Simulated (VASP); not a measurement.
Set up this calculation in VASP 6.6.1, as the native input.

| Property | Result |
| --- | --- |
| Task | single point |
| Functional | PBE |
| Potentials or basis | VASP PAW PBE potentials, release 64 (B, As) |
| Cutoff | 500 eV |
| k mesh | 5 × 5 × 5 |
| Occupations | gaussian, width 0.1 eV |
| Spin | no spin polarisation |
| Dipole correction | no |
| Further INCAR settings | ALGO = Normal; EDIFF = 1e-06; NBANDS = 11 |

The structure of BAs lies in POSCAR:

```
BAs
1.0
    0.0000000000      2.4096270000      2.4096270000
    2.4096270000      0.0000000000      2.4096270000
    2.4096270000      2.4096270000      0.0000000000
B As
1 1
Direct
    0.2500000000      0.2500000000      0.2500000000
    0.0000000000      0.0000000000      0.0000000000
```

The input as run:

INCAR

```
PREC = Accurate
ENCUT = 500
EDIFF = 1E-6
ISMEAR = 0
SIGMA = 0.1
LREAL = F
LASPH = T
NELM = 120
ALGO = Normal
ISIF = 2
LWAVE = F
LCHARG = F
GGA = PE
NBANDS = 11
GGA_COMPAT = F
```

KPOINTS

```
regular mesh
0
Gamma
  5 5 5
```

Potentials or basis: VASP PAW PBE potentials, release 64 (B, As).

Launch:

```sh
$ cat potpaw_PBE.64/B/POTCAR potpaw_PBE.64/As/POTCAR > POTCAR
$ mpirun -np 1 vasp_std > vasp.out
```

Results of the run:

```yaml
Pressure: -0.1 GPa
Band_gap_on_the_k_mesh: 1.20 eV, indirect (least direct gap 3.24 eV)
```

Caveat: the k points lie up to 0.45 Å⁻¹ apart.

Wall time 4 s on 1 thread of Intel(R) Xeon(R) 6975P-C (Granite Rapids), with other jobs on the host, peak memory 0.15 GiB.
